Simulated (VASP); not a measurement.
# C (Fd-3m) in VASP: a series of runs, part 2 of 2

VASP 6.6.1.

## Step 4: Relaxation of cell and atoms, PBEsol, target pressure 4 GPa, at which the enthalpy is minimised

Input file INCAR:

```
  ALGO = Normal
  EDIFF = 1E-6
  EDIFFG = -0.002
  ENCUT = 600
  GGA = PS
  IBRION = 2
  ISIF = 3
  ISMEAR = 0
  LASPH = T
  LCHARG = F
  LREAL = F
  LWAVE = F
  NELM = 80
  NSW = 100
  PREC = Accurate
  PSTRESS = 40.0
  SIGMA = 0.01
```

Input file KPOINTS:

```
k-points
0
Gamma
  12 12 12
```

Input file POSCAR:

```
C
1.0
    1.7769037248      1.7769037248      0.0000000000
   -1.7769037248      1.7769037248      0.0000000000
    0.0000000000      1.7769037248      1.7769037248
C
2
Direct
    0.5000000000      0.5000000000      0.0000000000
    0.7500000000      0.2500000000      0.5000000000
```

Potentials or basis: VASP PAW PBE potentials, release 64 (C).

Started as:

```bash
cat potpaw_PBE.64/C/POTCAR > POTCAR
mpirun -np 1 vasp_std > vasp.out
```

OUTCAR:

```text
EDIFF = 1E-6
   EDIFFG = -0.002
   ENCUT = 600
   GGA = PS
   IBRION = 2
   ISIF = 3
   ISMEAR = 0
   LASPH = T
   LREAL = F
   NELM = 80
   NSW = 100
   PREC = Accurate
   PSTRESS = 40.0

 ion  position               nearest neighbor table
   1  0.500  0.500  0.000-   2 1.54   2 1.54   2 1.54   2 1.54
   2  0.750  0.250  0.500-   1 1.54   1 1.54   1 1.54   1 1.54

  LATTYP: Found a face centered cubic cell.
 ALAT       =     3.5538074496

  Lattice vectors:

 A1 = (   0.0000000000,   1.7769037248,   1.7769037248)
 A2 = (   1.7769037248,   0.0000000000,   1.7769037248)
 A3 = (   1.7769037248,   1.7769037248,   0.0000000000)

Analysis of symmetry for initial positions (statically):
=====================================================================
 Subroutine PRICEL returns:
 Original cell was already a primitive cell.

 Routine SETGRP: Setting up the symmetry group for a
 face centered cubic supercell.

 Subroutine GETGRP returns: Found 48 space group operations
 (whereof 24 operations were pure point group operations)
 out of a pool of 48 trial point group operations.

The static configuration has the point symmetry T_d .
 The point group associated with its full space group is O_h .

Analysis of symmetry for dynamics (positions and initial velocities):
=====================================================================
 Subroutine PRICEL returns:
 Original cell was already a primitive cell.

 Routine SETGRP: Setting up the symmetry group for a
 face centered cubic supercell.

 Subroutine GETGRP returns: Found 48 space group operations
 (whereof 24 operations were pure point group operations)
 out of a pool of 48 trial point group operations.

The dynamic configuration has the point symmetry T_d .
 The point group associated with its full space group is O_h .

 Subroutine INISYM returns: Found 48 space group operations
 (whereof 24 operations are pure point group operations),
 and found     1 'primitive' translations

----------------------------------------------------------------------------------------

                                     Primitive cell

  volume of cell :      11.2207

  direct lattice vectors                    reciprocal lattice vectors
     1.776903725  1.776903725  0.000000000     0.281388346  0.281388346 -0.281388346
    -1.776903725  1.776903725  0.000000000    -0.281388346  0.281388346 -0.281388346
     0.000000000  1.776903725  1.776903725     0.000000000  0.000000000  0.562776692

  length of vectors
     2.512921347  2.512921347  2.512921347     0.487378912  0.487378912  0.562776692

  position of ions in fractional coordinates (direct lattice)
     0.500000000  0.500000000  0.000000000
     0.750000000  0.250000000  0.500000000

  ion indices of the primitive-cell ions
   primitive index   ion index
                 1           1
                 2           2

----------------------------------------------------------------------------------------

 KPOINTS: k-points

Automatic generation of k-mesh.
 Grid dimensions read from file:
 generate k-points for:   12   12   12

 Generating k-lattice:

  Cartesian coordinates                     Fractional coordinates (reciprocal lattice)
     0.023449029  0.023449029 -0.023449029     0.083333333  0.000000000  0.000000000
    -0.023449029  0.023449029 -0.023449029     0.000000000  0.083333333  0.000000000
     0.000000000  0.000000000  0.046898058     0.000000000  0.000000000  0.083333333

  Length of vectors
     0.040614909  0.040614909  0.046898058

  Shift w.r.t. Gamma in fractional coordinates (k-lattice)
     0.000000000  0.000000000  0.000000000

 Subroutine IBZKPT returns following result:
 ===========================================

 Found     72 irreducible k-points:

 Following reciprocal coordinates:
            Coordinates               Weight
  0.000000  0.000000  0.000000      1.000000
  0.083333  0.000000  0.000000      8.000000
  0.166667  0.000000  0.000000      8.000000
  0.250000  0.000000  0.000000      8.000000
  0.333333  0.000000  0.000000      8.000000
  0.416667  0.000000  0.000000      8.000000
[... 16 lines left out ...]
  0.500000  0.166667  0.000000     24.000000
 -0.416667  0.166667  0.000000     24.000000
 [... further k-points ...]
   k-points           NKPTS =     72   k-points in BZ     NKDIM =     72   number of bands    NBANDS=      8
   number of dos      NEDOS =    301   number of ions     NIONS =      2
   total plane-waves  NPLWV =   8000
   dimension x,y,z NGX =    20 NGY =   20 NGZ =   20
   dimension x,y,z NGXF=    40 NGYF=   40 NGZF=   40
   ions per type =               2
   NGX,Y,Z   is equivalent  to a cutoff of  13.23, 13.23, 13.23 a.u.
   NGXF,Y,Z  is equivalent  to a cutoff of  26.46, 26.46, 26.46 a.u.
 SYSTEM =  unknown system
   PREC   = accura    normal or accurate (medium, high low for compatibility)
   ISTART =      0    job   : 0-new  1-cont  2-samecut
   ICHARG =      2    charge: 1-file 2-atom 10-const
   ISPIN  =      1    spin polarized calculation?
   LNONCOLLINEAR =      F non collinear calculations
   LSORBIT =      F    spin-orbit coupling
   LASPH  =      T    aspherical Exc in radial PAW
   ENCUT  =  600.0 eV  44.10 Ry    6.64 a.u.   5.02  5.02  5.02*2*pi/ulx,y,z
   NELM   =     80;   NELMIN=  2; NELMDL= -5     # of ELM steps
   EDIFF  = 0.1E-05   stopping-criterion for ELM
   LREAL  =      F    real-space projection
   EDIFFG = -.2E-02   stopping-criterion for IOM
   NSW    =    100    number of steps for IOM
   IBRION =      2    ionic relax: 0-MD 1-quasi-New 2-CG
   NFREE  =      1    steps in history (QN), initial steepest desc. (CG)
   ISIF   =      3    stress and relaxation
   ISYM   =      2    0-nonsym 1-usesym 2-fastsym
   POTIM  = 0.5000    time-step for ionic-motion
   TEBEG  =    0.0;   TEEND  =   0.0 temperature during run
   PSTRESS=   40.0 pullay stress
   NELECT =       8.0000    total number of electrons
   NUPDOWN=      -1.0000    fix difference up-down
   EMIN   =  10.00;   EMAX   =-10.00  energy-range for DOS
   EFERMI =   0.00;   METHOD = LEGACY
   ISMEAR =     0;   SIGMA  =   0.01  broadening in eV -4-tet -1-fermi 0-gaus
   EFERMI_NEDOS =   21; number of points for ismear=-14 and -15
   IALGO  =     38    algorithm
   IMIX   =      4    mixing-type and parameters
     AMIX     =   0.40;   BMIX     =  1.00
     AMIX_MAG =   1.60;   BMIX_MAG =  1.00
  volume/ion in A,a.u.               =       5.61        37.86
  Fermi-wavevector in a.u.,A,eV,Ry     =   1.462506  2.763735 29.101817  2.138923
  Thomas-Fermi vector in A             =   2.578711
   LORBIT       =      0    0 simple, 1 ext, 2 COOP (PROOUT), +10 PAW based schemes
   GGA     = PS    functional components
   LHFCALC =     F    Hartree Fock is set to
   AEXX    =    0.0000 exact exchange contribution
   IVDW    =     0    specifies the selected vdW correction
   LEPSILON=     F    determine dielectric tensor
   LRPA    =     F    only Hartree local field effects (RPA)
 conjugate gradient relaxation of ions
 non-spin polarized calculation
 Gauss-broadening in eV      SIGMA  =   0.01
  energy-cutoff  :      600.00
  volume of cell :       11.22
 maximum number of plane-waves:       388
   NGX =  9   NGY =  9   NGZ =  9

--------------------------------------- Ionic step        1  -------------------------------------------

 number of electron       7.9999999 magnetization

 Free energy of the ion-electron system (eV)
  ---------------------------------------------------
  ext. energy  EPLUGINS =         0.00000000
  ---------------------------------------------------
  free energy    TOTEN  =       -19.25424658 eV

  energy without entropy =      -19.25424658  energy(sigma->0) =      -19.25424658

 E-fermi :   9.9226     XC(G=0): -13.4866

 val. band max:        9.8662980165   @ k =   0.0000   0.0000   0.0000
 cond. band min:      13.9272827857   @ k =  -0.3333   0.3333   0.0000
 fundamental gap:      4.0609847691
 Fermi energy:         9.9225662316

 k-point     1 :       0.0000    0.0000    0.0000
  band No.  band energies     occupation
      1     -11.8020      2.00000
      2       9.8663      2.00000
      3       9.8663      2.00000
      4       9.8663      2.00000
      5      15.4357      0.00000
      6      15.4357      0.00000
      7      15.4357      0.00000
      8      23.4836      0.00000
[... 326 lines left out ...]
  enthalpy is  TOTEN    =       -18.9733614013 eV   P V=        0.2751120595

--------------------------------------- Ionic step        3  -------------------------------------------

 number of electron       7.9999999 magnetization

 Free energy of the ion-electron system (eV)
  ---------------------------------------------------
  ext. energy  EPLUGINS =         0.00000000
  ---------------------------------------------------
  free energy    TOTEN  =       -19.25305148 eV

  energy without entropy =      -19.25305148  energy(sigma->0) =      -19.25305148

 E-fermi :  10.0572     XC(G=0): -13.5252

 val. band max:        9.9800210428   @ k =   0.0000   0.0000   0.0000
 cond. band min:      14.0590788995   @ k =  -0.3333   0.3333   0.0000
 fundamental gap:      4.0790578567
 Fermi energy:        10.0572384190

 k-point     1 :       0.0000    0.0000    0.0000
  band No.  band energies     occupation
      1     -11.7939      2.00000
      2       9.9800      2.00000
      3       9.9800      2.00000
      4       9.9800      2.00000
      5      15.5709      0.00000
      6      15.5709      0.00000
      7      15.5709      0.00000
      8      23.7760      0.00000
[... 282 lines left out ...]
  FREE ENERGIE OF THE ION-ELECTRON SYSTEM (eV)
  ---------------------------------------------------
  free  energy   TOTEN  =       -19.2530514814 eV

  energy  without entropy=      -19.2530514814  energy(sigma->0) =      -19.25305148

  enthalpy is  TOTEN    =       -18.9750843636 eV   P V=        0.2779671178

 reached required accuracy - stopping structural energy minimisation
```

Run time: 7.9 s. Hardware: 1 thread of Intel Xeon 6975P-C, shared host; peak memory 0.12 GiB.

Results:

```yaml
Free_energy: -19.2531 eV
Relaxed_volume: 5.57 Å³/atom
Relaxed_cell: a = 2.506 Å, b = 2.506 Å, c = 2.506 Å, α = 60.00°, β = 60.00°, γ = 90.00°
Space_group_after_relaxing_to_0.05_Å: Fd-3m (No. 227)
Energy_change_on_relaxing_the_enthalpy_is_what_falls: +0.6 meV/atom
Ionic_steps: 3
Pressure_after_relaxing: 4.0 GPa
Band_gap_on_the_k_mesh: 4.08 eV, indirect (least direct gap 5.59 eV)
```

Step by step:
```csv
step,energy change (eV),largest force (eV/Å),pressure (GPa),volume (Å³)
1,0.0000,0.0000,0.44,11.22
2,0.0058,0.0000,8.88,11.02
3,0.0012,0.0000,3.99,11.13
```

Final structure:
```xyz
2
Lattice="1.7723 1.7723 0.0000 -1.7723 1.7723 0.0000 0.0000 1.7723 1.7723" Properties=species:S:1:pos:R:3 pbc="T T T"
C     0.0000    3.5446    1.7723
C     0.8862    2.6585    0.8862
```

Caveat: the cell is relaxed towards a set pressure, so the enthalpy falls and the energy may rise; the PAW data sets were made with another functional, which shifts forces and pressure a little. A hybrid or GW would open this gap; PBEsol tends to underestimate it.

## Step 5: The runs side by side

```csv
cell,gap on the mesh (eV),pressure (GPa)
relaxed to -2 GPa,4.05,-2.0
relaxed to 2 GPa,4.07,2.0
relaxed to 4 GPa,4.08,4.0
```

Alike in all rows: task relaxation of cell and atoms; level PBEsol; potentials or basis VASP PAW PBE potentials, release 64 (C); no spin polarisation; k mesh 12 × 12 × 12; cutoff (eV) 600; smearing gaussian 0.01 eV.

Caveats: the cell is relaxed towards a set pressure, so the enthalpy falls and the energy may rise; the PAW data sets were made with another functional, which shifts forces and pressure a little.

Absolute energies hang on the potentials; compare differences alone.
